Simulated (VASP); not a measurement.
Here is a VASP 6.6.1 calculation.

INCAR

```
PREC = Accurate
ENCUT = 520
EDIFF = 1E-6
ISMEAR = 0
SIGMA = 0.1
LREAL = F
LASPH = T
NELM = 60
ALGO = Normal
ISIF = 2
LWAVE = F
LCHARG = F
GGA = PE
NBANDS = 50
```

The input KPOINTS:

```
Automatic mesh
0
Gamma
  4 4 2
```

Contents of POSCAR:

```
Sn3PbO4
1.0
    3.9023167200      0.0000000000      0.0000000000
    0.0000000000      3.9023167200      0.0000000000
    0.0000000000      0.0000000000      9.9459454700
Sn Pb O
3 1 4
Direct
    0.5000000000      0.5000000000      0.1184500000
    0.5000000000      0.5000000000      0.6184500000
    0.0000000000      0.0000000000      0.8815500000
    0.0000000000      0.0000000000      0.3815500000
    0.0000000000      0.5000000000      0.0000000000
    0.0000000000      0.5000000000      0.5000000000
    0.5000000000      0.0000000000      0.0000000000
    0.5000000000      0.0000000000      0.5000000000
```

Potentials or basis: VASP PAW PBE potentials, release 64 (Sn_d, Pb_d, O).

Launch:

```sh
$ cat potpaw_PBE.64/Sn_d/POTCAR potpaw_PBE.64/Pb_d/POTCAR potpaw_PBE.64/O/POTCAR > POTCAR
$ mpirun -np 1 vasp_std > vasp.out
```

Question: Predict the pressure.

Answer: 0.7 GPa.

Question: Predict the largest force.

Answer: 1.098 eV/Å.

Stress tensor (GPa, compression positive):
```
0.78 0.00 0.00
0.00 0.78 0.00
0.00 0.00 0.60
```

Caveat: forces of over 1 eV/Å act on the atoms, so gaps and moduli don't describe the material at rest.
